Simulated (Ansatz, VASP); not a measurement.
Rh: VASP beside Ansatz

The input INCAR:

```
PREC = Accurate
ENCUT = 520
EDIFF = 1E-7
ISMEAR = 0
SIGMA = 0.014
LREAL = F
LASPH = T
NELM = 60
ALGO = Normal
ISIF = 2
LWAVE = F
LCHARG = F
GGA = PE
NBANDS = 14
```

KPOINTS

```
regular mesh
0
Gamma
  12 12 12
```

The input POSCAR:

```
Rh
1.0
    0.0000000000      1.8978500000      1.8978500000
    1.8978500000      0.0000000000      1.8978500000
    1.8978500000      1.8978500000      0.0000000000
Rh
1
Direct
    0.0000000000      0.0000000000      0.0000000000
```

File input.yaml:

```yaml
crystal:
  lattice:
    - [0.0, 1.89785, 1.89785]
    - [1.89785, 0.0, 1.89785]
    - [1.89785, 1.89785, 0.0]
  atoms:
    - { symbol: Rh, position: [0.0, 0.0, 0.0] }
kpoints:
  mp_grid: { grid: [12, 12, 12] }
scf:
  occupations: { method: gaussian, width: 0.014 }
hamiltonian:
  xc: pbe
  pseudopotentials: { kind: all_electron, lapw: { basis_error: 0.001 } }
output:
  forces: true
  stress: true
  eigenvalues: true
```

Alike in both runs: task single point; functional PBE; k mesh 12 × 12 × 12; occupations gaussian, width 0.014 eV; no spin polarisation.

```csv
,VASP,Ansatz
version,VASP 6.6.1,Ansatz 0.2.0
potentials or method,"VASP PAW PBE potentials, release 64 (Rh_pv), cutoff 520 eV","all-electron LAPW, scalar-relativistic"
```

|  | VASP | Ansatz | Ansatz less VASP |
| --- | --- | --- | --- |
| gap on the k mesh at the Fermi level (eV) | none | none | - |
| pressure (GPa) | 7.3 | 7.2 | -0.08 |

A gap of «none» marks a metal or a gap that the smearing closes. Ansatz ran all-electron here, and VASP with PAW potentials.
